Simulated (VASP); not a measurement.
# SnTe: single point with LDA

SnTe:

```
CELL_PARAMETERS angstrom
0.00000 3.11817 3.11817
3.11817 0.00000 3.11817
3.11817 3.11817 0.00000
ATOMIC_POSITIONS crystal
Sn 0.00000 0.00000 0.00000
Te 0.50000 0.50000 0.50000
```

| Quantity | Value |
| --- | --- |
| Program | VASP 6.6.1 |
| Task | single point |
| Functional | LDA |
| Potentials or basis | VASP PAW LDA potentials, release 64 (Sn_d, Te) |
| Cutoff | 520 eV |
| k mesh | 14 × 14 × 14 |
| Occupations | fermi-dirac, width 0.1 eV |
| Spin | no spin polarisation |

The pressure is 0.0 GPa and the band gap on the k mesh is 0.21 eV.

Levels at points of the mesh, in eV from the valence-band top:
| k point | band 7 | band 8 | band 9 | band 10 | band 11 | band 12 | band 13 | band 14 |
| --- | --- | --- | --- | --- | --- | --- | --- | --- |
| (0.00, 0.00, 0.00) | -4.60 | -2.14 | -2.14 | -2.14 | 3.42 | 3.42 | 3.42 | 4.79 |
| (0.50, 0.00, 0.00) | -8.48 | -1.78 | -1.78 | 0.00 | 0.21 | 0.36 | 0.36 | 7.88 |
| (0.50, 0.50, 0.00) | -6.51 | -5.72 | -3.81 | -3.81 | 2.12 | 5.08 | 5.08 | 6.61 |

Run time: 44 s on 1 thread of Intel(R) Xeon(R) 6975P-C (Granite Rapids) (shared host), peak memory 0.24 GiB.

Caveat: spin-orbit coupling is left out, which moves the levels of the heavy elements. A k mesh can miss the band edges.
